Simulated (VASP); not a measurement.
# NaH (P6_3/mmc) in VASP: further runs

Aim: see how the results for NaH move with the level of theory and the settings. Levels: r2SCAN, PBE. Tasks: single point, relaxation of shape and atoms at fixed volume.

Everything below comes from runs of VASP 6.6.1. Logs are shortened: lines on timing, memory, paths and dates and some standing lists are left out, and cuts for length are marked.

### Step 1. The cell of the first run

It takes space group P6_3/mmc (No. 194, hexagonal). Conventional cell: a = 3.973 Å, b = 3.973 Å, c = 4.878 Å, α = 90.00°, β = 90.00°, γ = 120.00°. Na (site symmetry -6m2) has 5 H at 2.29 to 2.44 Å within 3.0 Å. Within 3.0 Å of H (site symmetry -6m2) lie 5 Na at 2.29 to 2.44 Å.

### Step 2. Single point, r2SCAN

POSCAR reads:

```
NaH
1.0
    3.9728265287      0.0000000000      0.0000000000
   -1.9864132644      3.4405686987      0.0000000000
    0.0000000000      0.0000000000      4.8778371139
Na H
2 2
Direct
    0.3333333333      0.6666666667      0.2500000000
    0.6666666667      0.3333333333      0.7500000000
    0.3333333333      0.6666666667      0.7500000000
    0.6666666667      0.3333333333      0.2500000000
```

INCAR.step1 reads:

```
SYSTEM = NaH
ALGO     = Normal         ! electronic algorithm
EDIFF    = 1E-4           ! SCF threshold, eV
ENCUT    = 520            ! plane-wave cutoff, eV
GGA      = PE             ! functional
ISMEAR   = 0              ! smearing method
LASPH    = .True.         ! aspherical terms in the spheres
LCHARG   = .False.        ! write CHGCAR
LREAL    = .False.        ! projectors in reciprocal space
LWAVE    = .True.         ! write WAVECAR
NBANDS   = 16             ! bands
NELM     = 100            ! most SCF steps
PREC     = Accurate       ! precision mode
SIGMA    = 0.02           ! smearing width, eV
```

INCAR.step2 reads:

```
SYSTEM = NaH
ALGO     = Normal         ! electronic algorithm
EDIFF    = 1E-7           ! SCF threshold, eV
ENCUT    = 520            ! plane-wave cutoff, eV
ISIF     = 2              ! what is computed and relaxed
ISMEAR   = 0              ! smearing method
ISTART   = 1            
LASPH    = .True.         ! aspherical terms in the spheres
LCHARG   = .False.        ! write CHGCAR
LMIXTAU  = .True.       
LREAL    = .False.        ! projectors in reciprocal space
LWAVE    = .False.        ! write WAVECAR
METAGGA  = R2SCAN         ! meta-GGA
NBANDS   = 16             ! bands
NELM     = 100            ! most SCF steps
PREC     = Accurate       ! precision mode
SIGMA    = 0.02           ! smearing width, eV
```

KPOINTS reads:

```
k-points
0
Gamma
  6 6 6
  0 0 0
```

Potentials or basis: VASP PAW PBE potentials, release 64 (Na_pv, H).

On the command line:

```sh
> cat potpaw_PBE.64/Na_pv/POTCAR potpaw_PBE.64/H/POTCAR > POTCAR
> cp INCAR.step1 INCAR
> mpirun -np 1 vasp_std > vasp.out
> cp INCAR.step2 INCAR
> mpirun -np 1 vasp_std > vasp.out
```

OUTCAR:

```text
SYSTEM = NaH
   EDIFF = 1E-7
   ENCUT = 520
   ISIF = 2
   ISMEAR = 0
   ISTART = 1
   LASPH = .True.
   LREAL = .False.
   METAGGA = R2SCAN
   NELM = 100
   PREC = Accurate

 ion  position               nearest neighbor table
   1  0.333  0.667  0.250-
   2  0.667  0.333  0.750-
   3  0.333  0.667  0.750-
   4  0.667  0.333  0.250-

  LATTYP: Found a hexagonal cell.
 ALAT       =     3.9728265287
 C/A-ratio  =     1.2278001767

  Lattice vectors:

 A1 = (   3.9728265287,   0.0000000000,   0.0000000000)
 A2 = (  -1.9864132644,   3.4405686987,   0.0000000000)
 A3 = (   0.0000000000,   0.0000000000,   4.8778371139)

Analysis of symmetry for initial positions (statically):
=====================================================================
 Subroutine PRICEL returns:
 Original cell was already a primitive cell.

 Routine SETGRP: Setting up the symmetry group for a
 hexagonal supercell.

 Subroutine GETGRP returns: Found 24 space group operations
 (whereof 12 operations were pure point group operations)
 out of a pool of 24 trial point group operations.

The static configuration has the point symmetry D_3d.
 The point group associated with its full space group is D_6h.

Analysis of symmetry for dynamics (positions and initial velocities):
=====================================================================
 Subroutine PRICEL returns:
 Original cell was already a primitive cell.

 Routine SETGRP: Setting up the symmetry group for a
 hexagonal supercell.

 Subroutine GETGRP returns: Found 24 space group operations
 (whereof 12 operations were pure point group operations)
 out of a pool of 24 trial point group operations.

The dynamic configuration has the point symmetry D_3d.
 The point group associated with its full space group is D_6h.

 Subroutine INISYM returns: Found 24 space group operations
 (whereof 12 operations are pure point group operations),
 and found     1 'primitive' translations

----------------------------------------------------------------------------------------

                                     Primitive cell

  volume of cell :      66.6741

  direct lattice vectors                    reciprocal lattice vectors
     3.972826529  0.000000000  0.000000000     0.251709958  0.145324812  0.000000000
    -1.986413264  3.440568699  0.000000000     0.000000000  0.290649624  0.000000000
     0.000000000  0.000000000  4.877837114     0.000000000  0.000000000  0.205008896

  length of vectors
     3.972826529  3.972826529  4.877837114     0.290649624  0.290649624  0.205008896

  position of ions in fractional coordinates (direct lattice)
     0.333333333  0.666666667  0.250000000
     0.666666667  0.333333333  0.750000000
     0.333333333  0.666666667  0.750000000
     0.666666667  0.333333333  0.250000000

  ion indices of the primitive-cell ions
   primitive index   ion index
                 1           1
                 2           2
                 3           3
                 4           4

----------------------------------------------------------------------------------------

 KPOINTS: k-points

Automatic generation of k-mesh.
 Grid dimensions read from file:
 generate k-points for:    6    6    6

 Generating k-lattice:

  Cartesian coordinates                     Fractional coordinates (reciprocal lattice)
     0.041951660  0.024220802  0.000000000     0.166666667 -0.000000000  0.000000000
     0.000000000  0.048441604  0.000000000     0.000000000  0.166666667  0.000000000
     0.000000000  0.000000000  0.034168149     0.000000000  0.000000000  0.166666667

  Length of vectors
     0.048441604  0.048441604  0.034168149

  Shift w.r.t. Gamma in fractional coordinates (k-lattice)
     0.000000000  0.000000000  0.000000000

 Subroutine IBZKPT returns following result:
 ===========================================

 Found     28 irreducible k-points:

 Following reciprocal coordinates:
            Coordinates               Weight
  0.000000  0.000000  0.000000      1.000000
  0.166667 -0.000000  0.000000      6.000000
  0.333333 -0.000000  0.000000      6.000000
  0.500000 -0.000000  0.000000      3.000000
  0.166667  0.166667  0.000000      6.000000
  0.333333  0.166667  0.000000     12.000000
[... 16 lines left out ...]
  0.166667 -0.000000  0.500000      6.000000
  0.333333 -0.000000  0.500000      6.000000
 [... further k-points ...]
   k-points           NKPTS =     28   k-points in BZ     NKDIM =     28   number of bands    NBANDS=     16
   number of dos      NEDOS =    301   number of ions     NIONS =      4
   total plane-waves  NPLWV =  32400
   dimension x,y,z NGX =    30 NGY =   30 NGZ =   36
   dimension x,y,z NGXF=    60 NGYF=   60 NGZF=   72
   ions per type =               2   2
   NGX,Y,Z   is equivalent  to a cutoff of  12.55, 12.55, 12.27 a.u.
   NGXF,Y,Z  is equivalent  to a cutoff of  25.11, 25.11, 24.54 a.u.
 SYSTEM =  NaH
   PREC   = accura    normal or accurate (medium, high low for compatibility)
   ISTART =      1    job   : 0-new  1-cont  2-samecut
   ICHARG =      0    charge: 1-file 2-atom 10-const
   ISPIN  =      1    spin polarized calculation?
   LNONCOLLINEAR =      F non collinear calculations
   LSORBIT =      F    spin-orbit coupling
   LASPH  =      T    aspherical Exc in radial PAW
   ENCUT  =  520.0 eV  38.22 Ry    6.18 a.u.   7.39  7.39  9.07*2*pi/ulx,y,z
   NELM   =    100;   NELMIN=  2; NELMDL=  0     # of ELM steps
   EDIFF  = 0.1E-06   stopping-criterion for ELM
   LREAL  =      F    real-space projection
   EDIFFG = 0.1E-05   stopping-criterion for IOM
   NSW    =      0    number of steps for IOM
   IBRION =     -1    ionic relax: 0-MD 1-quasi-New 2-CG
   NFREE  =      0    steps in history (QN), initial steepest desc. (CG)
   ISIF   =      2    stress and relaxation
   ISYM   =      2    0-nonsym 1-usesym 2-fastsym
   POTIM  = 0.5000    time-step for ionic-motion
   TEBEG  =    0.0;   TEEND  =   0.0 temperature during run
   PSTRESS=    0.0 pullay stress
   NELECT =      16.0000    total number of electrons
   NUPDOWN=      -1.0000    fix difference up-down
   EMIN   =  10.00;   EMAX   =-10.00  energy-range for DOS
   EFERMI =   0.00;   METHOD = LEGACY
   ISMEAR =     0;   SIGMA  =   0.02  broadening in eV -4-tet -1-fermi 0-gaus
   EFERMI_NEDOS =   21; number of points for ismear=-14 and -15
   IALGO  =     38    algorithm
   IMIX   =      4    mixing-type and parameters
     AMIX     =   0.40;   BMIX     =  1.00
     AMIX_MAG =   1.60;   BMIX_MAG =  1.00
  volume/ion in A,a.u.               =      16.67       112.48
  Fermi-wavevector in a.u.,A,eV,Ry     =   1.017331  1.922478 14.081529  1.034963
  Thomas-Fermi vector in A             =   2.150726
   LORBIT       =      0    0 simple, 1 ext, 2 COOP (PROOUT), +10 PAW based schemes
   METAGGA = R2SCAN    functional components
   LHFCALC =     F    Hartree Fock is set to
   AEXX    =    0.0000 exact exchange contribution
   IVDW    =     0    specifies the selected vdW correction
   LEPSILON=     F    determine dielectric tensor
   LRPA    =     F    only Hartree local field effects (RPA)
 non-spin polarized calculation
 Gauss-broadening in eV      SIGMA  =   0.02
  energy-cutoff  :      520.00
  volume of cell :       66.67
 maximum number of plane-waves:      1816
 NGX is ok and might be reduce to    30
   NGX = 15   NGY = 15   NGZ = 19

 number of electron      16.0000010 magnetization

 Free energy of the ion-electron system (eV)
  ---------------------------------------------------
  ext. energy  EPLUGINS =         0.00000000
  ---------------------------------------------------
  free energy    TOTEN  =       -15.05041777 eV

  energy without entropy =      -15.05041777  energy(sigma->0) =      -15.05041777

 E-fermi :  -1.6565     XC(G=0):  -7.3987

 val. band max:       -1.8177375288   @ k =   0.1667  -0.0000   0.0000
 cond. band min:       1.8750405103   @ k =   0.3333   0.3333   0.0000
 fundamental gap:      3.6927780391
 Fermi energy:        -1.6565260232

 k-point     1 :       0.0000    0.0000    0.0000
  band No.  band energies     occupation
      1     -24.9271      2.00000
      2     -24.8906      2.00000
      3     -24.8903      2.00000
      4     -24.8662      2.00000
      5     -24.8658      2.00000
      6     -24.8513      2.00000
[... 8 lines left out ...]
     15       9.6498      0.00000
     16      14.3426      0.00000

 k-point     2 :       0.1667   -0.0000    0.0000
  band No.  band energies     occupation
      1     -24.9222      2.00000
      2     -24.8940      2.00000
      3     -24.8930      2.00000
      4     -24.8711      2.00000
      5     -24.8656      2.00000
      6     -24.8553      2.00000
[... 8 lines left out ...]
     15      11.5381      0.00000
     16      12.3569      0.00000

 k-point     3 :       0.3333   -0.0000    0.0000
  band No.  band energies     occupation
      1     -24.9097      2.00000
      2     -24.9015      2.00000
      3     -24.8976      2.00000
      4     -24.8811      2.00000
      5     -24.8661      2.00000
      6     -24.8649      2.00000
[... 8 lines left out ...]
     15      11.0856      0.00000
     16      12.1907      0.00000

 k-point     4 :       0.5000   -0.0000    0.0000
  band No.  band energies     occupation
      1     -24.9053      2.00000
      2     -24.9000      2.00000
      3     -24.8997      2.00000
      4     -24.8858      2.00000
      5     -24.8749      2.00000
      6     -24.8648      2.00000
[... 8 lines left out ...]
     15      10.7289      0.00000
     16      11.8427      0.00000

 k-point     5 :       0.1667    0.1667    0.0000
  band No.  band energies     occupation
      1     -24.9134      2.00000
      2     -24.8991      2.00000
      3     -24.8969      2.00000
      4     -24.8778      2.00000
      5     -24.8659      2.00000
      6     -24.8629      2.00000
[... 8 lines left out ...]
     15      10.6735      0.00000
     16      12.2257      0.00000

 k-point     6 :       0.3333    0.1667    0.0000
  band No.  band energies     occupation
      1     -24.9062      2.00000
      2     -24.9001      2.00000
      3     -24.8975      2.00000
      4     -24.8856      2.00000
      5     -24.8749      2.00000
      6     -24.8664      2.00000
[... 8 lines left out ...]
     15       9.7291      0.00000
     16      11.4901      0.00000
[... 267 lines left out ...]
 k-point    21 :       0.3333    0.3333    0.3333
  band No.  band energies     occupation
      1     -24.9191      2.00000
      2     -24.9191      2.00000
      3     -24.8988      2.00000
      4     -24.8782      2.00000
      5     -24.8613      2.00000
      6     -24.8613      2.00000
[... 8 lines left out ...]
     15      12.7036      0.00000
     16      14.0550      0.00000

 k-point    22 :       0.0000    0.0000    0.5000
  band No.  band energies     occupation
      1     -24.8913      2.00000
      2     -24.8913      2.00000
      3     -24.8784      2.00000
      4     -24.8784      2.00000
      5     -24.8780      2.00000
      6     -24.8780      2.00000
[... 8 lines left out ...]
     15      11.1691      0.00000
     16      11.1691      0.00000

 k-point    23 :       0.1667   -0.0000    0.5000
  band No.  band energies     occupation
      1     -24.9031      2.00000
      2     -24.9031      2.00000
      3     -24.8792      2.00000
      4     -24.8792      2.00000
      5     -24.8702      2.00000
      6     -24.8702      2.00000
[... 8 lines left out ...]
     15      11.2251      0.00000
     16      11.2251      0.00000

 k-point    24 :       0.3333   -0.0000    0.5000
  band No.  band energies     occupation
      1     -24.9179      2.00000
      2     -24.9179      2.00000
      3     -24.8812      2.00000
      4     -24.8812      2.00000
      5     -24.8630      2.00000
      6     -24.8630      2.00000
[... 8 lines left out ...]
     15      12.1736      0.00000
     16      12.1736      0.00000

 [... further k-points ...]
[... 5 lines left out ...]
  --------------------------------------------------------------------------------------
  -------------------------------------------------------------------------------------
  Total       -0.2037260     -0.2037260     -0.3147664      0.0000000      0.0000000      0.0000000
  in kB       -4.8955331     -4.8955331     -7.5638320      0.0000000      0.0000000      0.0000000
  external PRESSURE =      -5.7849660 kB  Pullay stress =       0.0000000 kB

 VOLUME and BASIS-vectors are now :
 -----------------------------------------------------------------------------
  energy-cutoff  :      520.00
  volume of cell :       66.67
      direct lattice vectors                 reciprocal lattice vectors
     3.972826529  0.000000000  0.000000000     0.251709958  0.145324812  0.000000000
    -1.986413264  3.440568699  0.000000000     0.000000000  0.290649624  0.000000000
     0.000000000  0.000000000  4.877837114     0.000000000  0.000000000  0.205008896

 POSITION                                       TOTAL-FORCE (eV/Angst)
 -----------------------------------------------------------------------------------
     -0.00000      2.29371      1.21946         0.000000     -0.000000      0.000000
      1.98641      1.14686      3.65838        -0.000000      0.000000      0.000000
     -0.00000      2.29371      3.65838         0.000000      0.000000      0.000000
      1.98641      1.14686      1.21946         0.000000      0.000000      0.000000
 -----------------------------------------------------------------------------------
    total drift:                                0.000000     -0.000000      0.000000

  FREE ENERGIE OF THE ION-ELECTRON SYSTEM (eV)
  ---------------------------------------------------
  free  energy   TOTEN  =       -15.0504177696 eV

  energy  without entropy=      -15.0504177696  energy(sigma->0) =      -15.05041777
```

Run time: 96 s. Hardware: 1 thread of Intel Xeon Platinum 8488C (Sapphire Rapids), shared host; peak memory 0.18 GiB.

Results:

```
Free energy            : -15.0504 eV
Pressure               : -0.6 GPa
Band gap on the k mesh : 3.69 eV, indirect (least direct gap 4.56 eV)
```

Stress tensor (GPa, compression positive):
```
-0.49  0.00  0.00
 0.00 -0.49  0.00
 0.00  0.00 -0.76
```

Caveat: the PAW data sets were made with another functional, which shifts forces and pressure a little. r2SCAN opens gaps a little over a GGA but as a rule still falls short of measured ones.

### Step 3. Relaxation of shape and atoms at fixed volume, PBE (volume scaled by 0.88)

INCAR reads:

```
SYSTEM = NaH
PREC = Accurate
ENCUT = 600
EDIFF = 1E-6
ISMEAR = 0
SIGMA = 0.02
LREAL = .FALSE.
LASPH = .TRUE.
NELM = 60
ALGO = Normal
ISIF = 4
LWAVE = .FALSE.
LCHARG = .FALSE.
GGA = PE
IBRION = 2
NSW = 50
EDIFFG = -0.01
```

KPOINTS reads:

```
regular mesh
0
G
  6 6 6
  0 0 0
```

POSCAR reads:

```
NaH
1.0
    3.8070959837      0.0000000000      0.0000000000
   -1.9035479918      3.2970418365      0.0000000000
    0.0000000000      0.0000000000      4.6743531214
Na H
2 2
Direct
    0.3333333333      0.6666666667      0.2500000000
    0.6666666667      0.3333333333      0.7500000000
    0.3333333333      0.6666666667      0.7500000000
    0.6666666667      0.3333333333      0.2500000000
```

Potentials or basis: VASP PAW PBE potentials, release 64 (Na_pv, H).

On the command line:

```sh
> cat potpaw_PBE.64/Na_pv/POTCAR potpaw_PBE.64/H/POTCAR > POTCAR
> mpirun -np 1 vasp_std > vasp.out
```

Wall time 14 s (1 thread of Intel Xeon Platinum 8488C (Sapphire Rapids), shared host); peak memory 0.18 GiB.

It converged, with:

```
Free energy             : -10.0054 eV
Pressure after relaxing : 3.1 GPa
Band gap on the k mesh  : 3.37 eV, indirect (least direct gap 4.32 eV)
```

Final structure:
```yaml
crystal:
  lattice:
    - [3.80710, 0.00000, 0.00000]
    - [-1.90355, 3.29704, 0.00000]
    - [0.00000, 0.00000, 4.67435]
  atoms:
    - { symbol: Na, position: [0.33333, 0.66667, 0.25000] }
    - { symbol: Na, position: [0.66667, 0.33333, 0.75000] }
    - { symbol: H, position: [0.33333, 0.66667, 0.75000] }
    - { symbol: H, position: [0.66667, 0.33333, 0.25000] }
```

Levels at points of the mesh, in eV from the valence-band top:
| k point | band 4 | band 5 | band 6 | band 7 | band 8 | band 9 | band 10 | band 11 | band 12 |
| --- | --- | --- | --- | --- | --- | --- | --- | --- | --- |
| (0.00, 0.00, 0.00) | -22.05 | -22.05 | -22.02 | -3.62 | -0.03 | 5.11 | 8.51 | 10.99 | 10.99 |
| (0.50, 0.00, 0.00) | -22.08 | -22.06 | -22.04 | -1.60 | -0.65 | 3.98 | 7.96 | 8.13 | 8.23 |
| (0.00, 0.00, 0.50) | -22.07 | -22.07 | -22.07 | -2.19 | -2.19 | 7.41 | 7.41 | 11.66 | 11.66 |
| (0.50, 0.00, 0.50) | -22.07 | -22.04 | -22.04 | -0.85 | -0.85 | 4.10 | 4.10 | 9.06 | 9.06 |

Caveat: the relaxation stopped at its first step, so nothing moved. A k mesh can miss the band edges.
